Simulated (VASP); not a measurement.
Input of a VASP 6.6.1 run:

INCAR

```
ALGO     = Normal         # electronic algorithm
EDIFF    = 1E-7           # SCF threshold, eV
EDIFFG   = -0.03          # ionic threshold
ENCUT    = 450            # plane-wave cutoff, eV
GGA      = PE             # functional
GGA_COMPAT= F            
IBRION   = 2              # ionic algorithm
ISIF     = 2              # what is computed and relaxed
ISMEAR   = 1              # smearing method
IVDW     = 13             # dispersion correction
LASPH    = T              # aspherical terms in the spheres
LCHARG   = F              # write CHGCAR
LMAXMIX  = 6              # l up to which the mixer works
LREAL    = F              # projectors in reciprocal space
LWAVE    = F              # write WAVECAR
NELM     = 200            # most SCF steps
NELMIN   = 4            
NSW      = 45             # ionic steps
PREC     = Accurate       # precision mode
SIGMA    = 0.15           # smearing width, eV
```

File KPOINTS:

```
k-points
0
Gamma
  2 4 4
```

The input POSCAR:

```
La2B11
1.0
    8.3140000000      0.0000000000      0.0000000000
    0.0000000000      4.1570000000      0.0000000000
    0.0000000000      0.0000000000      4.1570000000
La B
2 11
Direct
    0.0000000000      0.0000000000      0.0000000000
    0.5000000000      0.0000000000      0.0000000000
    0.2500000000      0.1975000000      0.5000000000
    0.4012500000      0.5000000000      0.5000000000
    0.2500000000      0.8025000000      0.5000000000
    0.2500000000      0.5000000000      0.1975000000
    0.2500000000      0.5000000000      0.8025000000
    0.5987500000      0.5000000000      0.5000000000
    0.7500000000      0.1975000000      0.5000000000
    0.9012500000      0.5000000000      0.5000000000
    0.7500000000      0.8025000000      0.5000000000
    0.7500000000      0.5000000000      0.1975000000
    0.7500000000      0.5000000000      0.8025000000
```

Potentials or basis: VASP PAW PBE potentials, release 64 (La, B).

Command:

```bash
$ cat potpaw_PBE.64/La/POTCAR potpaw_PBE.64/B/POTCAR > POTCAR
$ mpirun -np 1 vasp_std > vasp.out
```

(1) Estimate the energy gained by relaxing.

(2) Predict the dispersion energy per atom.

Results:

(1) 18.7 meV/atom.

(2) -0.267 eV.

Caveat: the k points lie up to 0.38 Å⁻¹ apart, too coarse for converged energies and pressures of a metal.
